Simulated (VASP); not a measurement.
Set up this calculation in VASP 6.6.1, as the native input.

| Quantity | Value |
| --- | --- |
| Task | single point |
| Functional | LDA |
| Potentials or basis | VASP PAW LDA potentials, release 64 (Ti_sv, B) |
| Cutoff | 520 eV |
| k mesh | 12 × 12 × 12 |
| Occupations | fermi-dirac, width 0.1 eV |
| Spin | no spin polarisation |
| Dipole correction | no |
| Further INCAR settings | ALGO = Normal; EDIFF = 1e-07; NBANDS = 14 |

The structure of TiB lies in POSCAR:

```
TiB
1.0
    0.0000000000      2.0653829498      2.0653829498
    2.0653829498      0.0000000000      2.0653829498
    2.0653829498      2.0653829498      0.0000000000
Ti B
1 1
Direct
    0.2500000000      0.2500000000      0.2500000000
    0.0000000000      0.0000000000      0.0000000000
```

One way to write it, as run:

INCAR

```
SYSTEM = TiB
ALGO     = Normal         ! electronic algorithm
EDIFF    = 1E-7           ! SCF threshold, eV
ENCUT    = 520            ! plane-wave cutoff, eV
GGA      = CA             ! functional
ISIF     = 2              ! what is computed and relaxed
ISMEAR   = -1             ! smearing method
LASPH    = .True.         ! aspherical terms in the spheres
LCHARG   = .True.         ! write CHGCAR
LELF     = .True.         ! ELF
LREAL    = .False.        ! projectors in reciprocal space
LVHAR    = .True.       
LWAVE    = .False.        ! write WAVECAR
NBANDS   = 14             ! bands
NELM     = 60             ! most SCF steps
PREC     = Accurate       ! precision mode
SIGMA    = 0.1            ! smearing width, eV
```

KPOINTS

```
k-points
0
Gamma
  12 12 12
  0 0 0
```

Potentials or basis: VASP PAW LDA potentials, release 64 (Ti_sv, B).

Command:

```sh
$ cat potpaw_LDA.64/Ti_sv/POTCAR potpaw_LDA.64/B/POTCAR > POTCAR
$ mpirun -np 1 vasp_std > vasp.out
```

It gave:

```yaml
Pressure: 128.4 GPa
```

Run time: 14 s on 1 thread of Intel(R) Xeon(R) Platinum 8488C (Sapphire Rapids) (shared host), peak memory 0.14 GiB.
